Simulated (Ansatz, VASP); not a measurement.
## One calculation of AlN, two programs

File INCAR:

```
SYSTEM = AlN
ALGO     = Normal         ! electronic algorithm
EDIFF    = 1E-6           ! SCF threshold, eV
ENCUT    = 600            ! plane-wave cutoff, eV
GGA      = PE             ! functional
GGA_COMPAT= .FALSE.      
ISIF     = 2              ! what is computed and relaxed
ISMEAR   = 0              ! smearing method
LASPH    = .TRUE.         ! aspherical terms in the spheres
LCHARG   = .FALSE.        ! write CHGCAR
LREAL    = .FALSE.        ! projectors in reciprocal space
LWAVE    = .FALSE.        ! write WAVECAR
NBANDS   = 11             ! bands
NELM     = 120            ! most SCF steps
PREC     = Accurate       ! precision mode
SIGMA    = 0.02           ! smearing width, eV
```

The input KPOINTS:

```
k-points
0
G
  10 10 10
  0 0 0
```

File POSCAR:

```
AlN
1.0
    0.0000000000      2.2448038096      2.2448038096
    2.2448038096      0.0000000000      2.2448038096
    2.2448038096      2.2448038096      0.0000000000
Al N
1 1
Direct
    0.0000000000      0.0000000000      0.0000000000
    0.7500000000      0.7500000000      0.7500000000
```

Input for Ansatz:

```yaml
crystal:
  lattice:
    - [0.0, 2.2448038096, 2.2448038096]
    - [2.2448038096, 0.0, 2.2448038096]
    - [2.2448038096, 2.2448038096, 0.0]
  atoms:
    - { symbol: Al, position: [0.0, 0.0, 0.0] }
    - { symbol: "N", position: [0.75, 0.75, 0.75] }
basis:
  ecutwfc: 420
kpoints:
  mp_grid: { grid: [10, 10, 10] }
hamiltonian:
  xc: pbe
scf:
  occupations: { method: gaussian, width: 0.02 }
output:
  forces: true
  stress: true
  eigenvalues: true
```

Alike in both runs: task single point; functional PBE; k mesh 10 × 10 × 10; occupations gaussian, width 0.02 eV; no spin polarisation.

```csv
,VASP,Ansatz
version,VASP 6.6.1,Ansatz 0.2.0
potentials or method,"VASP PAW PBE potentials, release 64 (Al, N), cutoff 600 eV","scalar-relativistic, plane waves, PAW"
valence electrons in the cell,8,8
```

VASP gave:

- gap on the k mesh at the Fermi level (eV): 3.27
- least direct gap on the mesh (eV): 3.49
- pressure (GPa): -10.4

What did Ansatz give for the same quantities?

gap on the k mesh at the Fermi level (eV): 3.28; least direct gap on the mesh (eV): 3.48; pressure (GPa): -10.0.
